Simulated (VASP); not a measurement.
# CdS (F-43m) in VASP: single point with PBE

Aim: the single point of CdS with PBE.

Program: VASP 6.6.1. These are calculated values, not measurements. Logs are shortened: lines on timing, memory, paths and dates and some standing lists are left out, and cuts for length are marked.

## 1. The cell of the first run

Symmetry: F-43m, No. 216, cubic system. The conventional cell has a = 5.926 Å, b = 5.926 Å, c = 5.926 Å, α = 90.00°, β = 90.00°, γ = 90.00°. Cd (site symmetry -43m) has 4 S at 2.57 Å within 3.4 Å. S (site symmetry -43m) has 4 Cd at 2.57 Å within 3.4 Å.

## 2. Single point, PBE, non-collinear spin, zero start, spin-orbit coupling

INCAR reads:

```
  ALGO = Normal
  EDIFF = 1E-7
  ENCUT = 520
  GGA = PE
  GGA_COMPAT = F
  ISIF = 2
  ISMEAR = 0
  LASPH = T
  LCHARG = F
  LORBIT = 11
  LORBMOM = T
  LREAL = F
  LSORBIT = T
  LWAVE = F
  MAGMOM = 0 0 0 0 0 0
  NBANDS = 30
  NELM = 150
  PREC = Accurate
  SIGMA = 0.02
```

KPOINTS reads:

```
k-points
0
Gamma
  8 8 8
```

POSCAR reads:

```
CdS
1.0
    0.0000000000      2.9632110618      2.9632110618
    2.9632110618      0.0000000000      2.9632110618
    2.9632110618      2.9632110618      0.0000000000
Cd S
1 1
Direct
    0.0000000000      0.0000000000      0.0000000000
    0.2500000000      0.2500000000      0.2500000000
```

Potentials or basis: VASP PAW PBE potentials, release 64 (Cd, S).

Started as:

```bash
cat potpaw_PBE.64/Cd/POTCAR potpaw_PBE.64/S/POTCAR > POTCAR
mpirun -np 1 vasp_ncl > vasp.out
```

OUTCAR:

```text
EDIFF = 1E-7
   ENCUT = 520
   GGA = PE
   ISIF = 2
   ISMEAR = 0
   LASPH = T
   LORBIT = 11
   LREAL = F
   LSORBIT = T
   NELM = 150
   PREC = Accurate

 ion  position               nearest neighbor table
   1  0.000  0.000  0.000-   2 2.57   2 2.57   2 2.57   2 2.57
   2  0.250  0.250  0.250-   1 2.57   1 2.57   1 2.57   1 2.57

  LATTYP: Found a face centered cubic cell.
 ALAT       =     5.9264221236

  Lattice vectors:

 A1 = (   0.0000000000,   2.9632110618,   2.9632110618)
 A2 = (   2.9632110618,   0.0000000000,   2.9632110618)
 A3 = (   2.9632110618,   2.9632110618,   0.0000000000)

Analysis of symmetry for initial positions (statically):
=====================================================================
 Subroutine PRICEL returns:
 Original cell was already a primitive cell.

 Routine SETGRP: Setting up the symmetry group for a
 face centered cubic supercell.

 Subroutine GETGRP returns: Found 24 space group operations
 (whereof 24 operations were pure point group operations)
 out of a pool of 48 trial point group operations.

The static configuration has the point symmetry T_d .

Analysis of symmetry for dynamics (positions and initial velocities):
=====================================================================
 Subroutine PRICEL returns:
 Original cell was already a primitive cell.

 Routine SETGRP: Setting up the symmetry group for a
 face centered cubic supercell.

 Subroutine GETGRP returns: Found 24 space group operations
 (whereof 24 operations were pure point group operations)
 out of a pool of 48 trial point group operations.

The dynamic configuration has the point symmetry T_d .

Analysis of structural, dynamic, and magnetic symmetry:
=====================================================================
 Subroutine PRICEL returns:
 Original cell was already a primitive cell.

 Routine SETGRP: Setting up the symmetry group for a
 face centered cubic supercell.

 Subroutine GETGRP returns: Found 24 space group operations
 (whereof 24 operations were pure point group operations)
 out of a pool of 48 trial point group operations.

The overall configuration has the point symmetry T_d .

 Subroutine INISYM returns: Found 24 space group operations
 (whereof 24 operations are pure point group operations),
 and found     1 'primitive' translations

----------------------------------------------------------------------------------------

                                     Primitive cell

  volume of cell :      52.0377

  direct lattice vectors                    reciprocal lattice vectors
     0.000000000  2.963211062  2.963211062    -0.168735871  0.168735871  0.168735871
     2.963211062  0.000000000  2.963211062     0.168735871 -0.168735871  0.168735871
     2.963211062  2.963211062  0.000000000     0.168735871  0.168735871 -0.168735871

  length of vectors
     4.190613272  4.190613272  4.190613272     0.292259102  0.292259102  0.292259102

  position of ions in fractional coordinates (direct lattice)
     0.000000000  0.000000000  0.000000000
     0.250000000  0.250000000  0.250000000

  ion indices of the primitive-cell ions
   primitive index   ion index
                 1           1
                 2           2

----------------------------------------------------------------------------------------

 KPOINTS: k-points

Automatic generation of k-mesh.
 Grid dimensions read from file:
 generate k-points for:    8    8    8

 Generating k-lattice:

  Cartesian coordinates                     Fractional coordinates (reciprocal lattice)
    -0.021091984  0.021091984  0.021091984     0.125000000  0.000000000  0.000000000
     0.021091984 -0.021091984  0.021091984     0.000000000  0.125000000  0.000000000
     0.021091984  0.021091984 -0.021091984     0.000000000  0.000000000  0.125000000

[... 96 lines left out ...]

 number of electron      18.0000001 magnetization       0.0000000     -0.0000000      0.0000000

 number of electron      18.0000001 magnetization      -0.0000000      0.0000000     -0.0000000

 Free energy of the ion-electron system (eV)
  ---------------------------------------------------
  ext. energy  EPLUGINS =         0.00000000
  ---------------------------------------------------
  free energy    TOTEN  =        -6.17604814 eV

  energy without entropy =       -6.17604814  energy(sigma->0) =       -6.17604814

 E-fermi :   1.0526     XC(G=0):  -8.9284

 val. band max:        0.9337862807   @ k =   0.0000   0.0000   0.0000
 cond. band min:       1.9614670065   @ k =   0.0000   0.0000   0.0000
 fundamental gap:      1.0276807259
 Fermi energy:         1.0526272956

 k-point     1 :       0.0000    0.0000    0.0000
  band No.  band energies     occupation
      1     -11.1723      1.00000
      2     -11.1723      1.00000
      3      -6.9267      1.00000
      4      -6.9267      1.00000
      5      -6.9267      1.00000
      6      -6.9267      1.00000
[... 781 lines left out ...]
     29      13.4719      0.00000
     30      13.4824      0.00000

 [... further k-points ...]

------------------------ aborting loop because EDIFF is reached ----------------------------------------

  FORCE on cell =-STRESS in cart. coord.  units (eV):
  Direction    XX          YY          ZZ          XY          YZ          ZX
  --------------------------------------------------------------------------------------
  -------------------------------------------------------------------------------------
  Total        0.0866547      0.0866547      0.0866547     -0.0000000     -0.0000000      0.0000000
  in kB        2.6679943      2.6679943      2.6679943     -0.0000000     -0.0000000      0.0000000
  external PRESSURE =       2.6679943 kB  Pullay stress =       0.0000000 kB

 VOLUME and BASIS-vectors are now :
 -----------------------------------------------------------------------------
  energy-cutoff  :      520.00
  volume of cell :       52.04
      direct lattice vectors                 reciprocal lattice vectors
     0.000000000  2.963211062  2.963211062    -0.168735871  0.168735871  0.168735871
     2.963211062  0.000000000  2.963211062     0.168735871 -0.168735871  0.168735871
     2.963211062  2.963211062  0.000000000     0.168735871  0.168735871 -0.168735871

 POSITION                                       TOTAL-FORCE (eV/Angst)
 -----------------------------------------------------------------------------------
      0.00000      0.00000      0.00000        -0.000000     -0.000000     -0.000000
      1.48161      1.48161      1.48161         0.000000      0.000000      0.000000
 -----------------------------------------------------------------------------------
    total drift:                                0.000000      0.000000      0.000000

  FREE ENERGIE OF THE ION-ELECTRON SYSTEM (eV)
  ---------------------------------------------------
  free  energy   TOTEN  =        -6.1760481368 eV

  energy  without entropy=       -6.1760481368  energy(sigma->0) =       -6.17604814

 orbital moment (x)

 # of ion     p       d       tot
 ----------------------------------------
  1        -0.000  -0.000  -0.000
  2         0.000   0.000   0.000
 ----------------------------------------
           -0.000  -0.000  -0.000

 orbital moment (y)

 # of ion     p       d       tot
 ----------------------------------------
  1         0.000  -0.000  -0.000
  2         0.000   0.000   0.000
 ----------------------------------------
            0.000  -0.000  -0.000

 orbital moment (z)

 # of ion     p       d       tot
 ----------------------------------------
  1         0.000   0.000   0.000
  2         0.000   0.000   0.000
 ----------------------------------------
            0.000   0.000   0.000

 Spin-Orbit-Coupling matrix elements

 Ion:    1  E_soc:     -0.0557750
 l=   1
     0.0000000    -0.0023260    -0.0023260
    -0.0023260     0.0000000    -0.0023260
    -0.0023260    -0.0023260     0.0000000
 l=   2
     0.0000000    -0.0014191     0.0000000    -0.0014191    -0.0055507
    -0.0014191     0.0000000    -0.0041630    -0.0014191    -0.0013877
     0.0000000    -0.0041630     0.0000000    -0.0041630     0.0000000
    -0.0014191    -0.0014191    -0.0041630     0.0000000    -0.0013877
    -0.0055507    -0.0013877     0.0000000    -0.0013877     0.0000000
 l=   3
     0.0000000     0.0000000     0.0000000     0.0000000     0.0000000     0.0000000     0.0000000
     0.0000000     0.0000000     0.0000000     0.0000000     0.0000000     0.0000000     0.0000000
     0.0000000     0.0000000     0.0000000     0.0000000     0.0000000     0.0000000     0.0000000
     0.0000000     0.0000000     0.0000000     0.0000000     0.0000000     0.0000000     0.0000000
     0.0000000     0.0000000     0.0000000     0.0000000     0.0000000     0.0000000     0.0000000
     0.0000000     0.0000000     0.0000000     0.0000000     0.0000000     0.0000000     0.0000000
     0.0000000     0.0000000     0.0000000     0.0000000     0.0000000     0.0000000     0.0000000

 Ion:    2  E_soc:     -0.0021407
 l=   1
     0.0000000    -0.0003568    -0.0003568
    -0.0003568     0.0000000    -0.0003568
    -0.0003568    -0.0003568     0.0000000
 l=   2
     0.0000000     0.0000000     0.0000000     0.0000000     0.0000000
     0.0000000     0.0000000     0.0000000     0.0000000     0.0000000
     0.0000000     0.0000000     0.0000000     0.0000000     0.0000000
     0.0000000     0.0000000     0.0000000     0.0000000     0.0000000
     0.0000000     0.0000000     0.0000000     0.0000000     0.0000000
 l=   3
     0.0000000     0.0000000     0.0000000     0.0000000     0.0000000     0.0000000     0.0000000
     0.0000000     0.0000000     0.0000000     0.0000000     0.0000000     0.0000000     0.0000000
     0.0000000     0.0000000     0.0000000     0.0000000     0.0000000     0.0000000     0.0000000
     0.0000000     0.0000000     0.0000000     0.0000000     0.0000000     0.0000000     0.0000000
     0.0000000     0.0000000     0.0000000     0.0000000     0.0000000     0.0000000     0.0000000
     0.0000000     0.0000000     0.0000000     0.0000000     0.0000000     0.0000000     0.0000000
     0.0000000     0.0000000     0.0000000     0.0000000     0.0000000     0.0000000     0.0000000

 total charge

# of ion       s       p       d       tot
------------------------------------------
    1        0.418   0.300   9.564  10.282
    2        1.325   2.382   0.000   3.707
--------------------------------------------------
tot          1.743   2.682   9.564  13.989

 magnetization (x)

# of ion       s       p       d       tot
------------------------------------------
    1       -0.000   0.000   0.000   0.000
    2       -0.000  -0.000   0.000  -0.000
--------------------------------------------------
tot         -0.000   0.000   0.000   0.000

 magnetization (y)

# of ion       s       p       d       tot
------------------------------------------
    1        0.000   0.000   0.000   0.000
    2        0.000   0.000   0.000   0.000
--------------------------------------------------
tot          0.000   0.000   0.000   0.000

 magnetization (z)

# of ion       s       p       d       tot
------------------------------------------
    1        0.000  -0.000  -0.000  -0.000
    2        0.000  -0.000   0.000  -0.000
--------------------------------------------------
tot          0.000  -0.000  -0.000  -0.000
```

It took 1.9 min on 1 thread of Intel Xeon Platinum 8488C (Sapphire Rapids), shared host; peak memory 0.35 GiB.

Results:

```yaml
Free_energy: -6.1760 eV
Pressure: 0.3 GPa
Net_moment: 0.00 μB per cell
Valence_electrons_inside_the_program's_atomic_spheres: Cd 10.28; S 3.71
```

Moments on the atoms (μB; x, y, z):
```
Cd  0.00 0.00 0.00
S   0.00 0.00 0.00
```
